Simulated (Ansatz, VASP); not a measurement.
**One calculation of Br, two programs**

File INCAR:

```
PREC = Accurate ; ENCUT = 600
EDIFF = 1E-6 ; ISMEAR = -1
SIGMA = 0.05 ; LREAL = F
LASPH = T ; NELM = 100
ALGO = Normal ; ISIF = 3
LWAVE = F ; LCHARG = F
GGA = PE ; IBRION = 2
NSW = 60 ; EDIFFG = -0.01
```

KPOINTS

```
regular mesh
0
Gamma
  13 13 13
```

File POSCAR:

```
Br
1.0
   -1.4234917050      1.4234917050      3.5775173700
    1.4234917050     -1.4234917050      3.5775173700
    1.4234917050      1.4234917050     -3.5775173700
Br
1
Direct
    0.0000000000      0.0000000000      0.0000000000
```

File input.yaml:

```yaml
crystal:
  lattice:
    - [-1.423491705, 1.423491705, 3.57751737]
    - [1.423491705, -1.423491705, 3.57751737]
    - [1.423491705, 1.423491705, -3.57751737]
  atoms:
    - { symbol: Br, position: [0.0, 0.0, 0.0] }
hamiltonian:
  xc: pbe
  pseudopotentials: { kind: paw }
kpoints:
  mp_grid: { grid: [13, 13, 13] }
scf:
  occupations: { method: fermi_dirac, width: 0.05 }
output:
  forces: true
  stress: true
  eigenvalues: true
relax:
  f_tol: 0.01
  max_steps: 40
  cell: { stress_tol: 0.05 }
```

Alike in both runs: task relaxation of cell and atoms; functional PBE; k mesh 13 × 13 × 13; occupations fermi-dirac, width 0.05 eV; no spin polarisation.

|  | VASP | Ansatz |
| --- | --- | --- |
| version | VASP 6.6.1 | Ansatz 0.2.0 |
| potentials or method | VASP PAW PBE potentials, release 64 (Br) | Ansatz PAW |
| plane-wave cutoff (eV) | 600 | 420 |
| valence electrons in the cell | 7 | 7 |

```csv
,VASP,Ansatz,Ansatz less VASP
"gap on the k mesh at the Fermi level, each at its own relaxed structure (eV)",none,none,-
relaxed volume (Å³/atom),35.96,37.03,+1.074
relaxed length of the cell vector where the two differ most in proportion (Å),4.814,4.932,+0.1178
```

A gap of «none» marks a metal or a gap that the smearing closes.

Noted on VASP's run: the volume moved by over 15 % at a fixed basis, so the end points are rough. Noted on Ansatz's run: the volume moved by over 15 % at a fixed basis, so the end points are rough; the plane-wave basis is chosen anew once the cell has moved, so the energies of steps on either side of that aren't comparable.
